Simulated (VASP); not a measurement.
Runs of VASP 6.6.1 on AlN. The structure is that of space group Fm-3m (No. 225), or close to it. The cells are those of the table. 

```tsv
task	level	potentials or basis	cell	cutoff (eV)	gap on the mesh (eV)	pressure (GPa)
single point	PBE	VASP PAW PBE potentials, release 64 (Al, N)	a = 2.769, b = 2.769, c = 2.797 Å, angles 59.7, 59.7, 60.7°, 2 atoms	600	5.02	32.6
electric field gradients	r2SCAN	VASP PAW PBE potentials, release 64 (Al, N)	a = 2.797 Å, angles 60.0°, 2 atoms	580	5.92	18.4
electric field gradients	PBE	VASP PAW PBE potentials, release 64 (Al, N)	a = 2.797 Å, angles 60.0°, 2 atoms	520	5.24	25.2
single point	PBE	VASP PAW PBE potentials, release 64 (Al, N)	a = 2.816 Å, angles 60.0°, 2 atoms	600	5.15	18.4
electric field gradients	PBEsol	VASP PAW PBE potentials, release 64 (Al, N)	a = 2.797 Å, angles 60.0°, 2 atoms	520	5.07	(d)
single point	PBE	VASP PAW PBE potentials, release 64 (Al, N)	a = 2.760 Å, angles 60.0°, 2 atoms	600	5.16	(a)
single point	PBE	VASP PAW PBE potentials, release 64 (Al, N)	a = 2.740 Å, angles 60.0°, 2 atoms	600	(b)	49.3
electric field gradients	LDA	VASP PAW LDA potentials, release 64 (Al, N)	a = 2.797 Å, angles 60.0°, 2 atoms	520	5.12	13.2
single point	PBE	VASP PAW PBE potentials, release 64 (Al, N)	a = 2.852 Å, angles 60.0°, 2 atoms	600	4.77	6.8
single point	PBE	VASP PAW PBE potentials, release 64 (Al, N)	a = 2.834 Å, angles 60.0°, 2 atoms	600	4.96	12.4
single point	PBE	VASP PAW PBE potentials, release 64 (Al, N)	a = 2.756, b = 2.756, c = 2.797 Å, angles 59.5, 59.5, 61.0°, 2 atoms	600	4.90	36.9
single point	PBE	VASP PAW PBE potentials, release 64 (Al, N)	a = 2.779 Å, angles 60.0°, 2 atoms	600	(c)	32.4
```

Alike in all rows: no spin polarisation; k mesh 13 × 13 × 13; smearing fermi-dirac 0.02 eV.

Task: Estimate the missing entries.

Result: (a) 40.4; (b) 5.11; (c) 5.20; (d) 20.0.

Caveats: the cell stands under pressure; an odd mesh through Γ misses points on the zone boundary, where band edges can lie; the PAW data sets were made with another functional, which shifts forces and pressure a little (at least some runs).
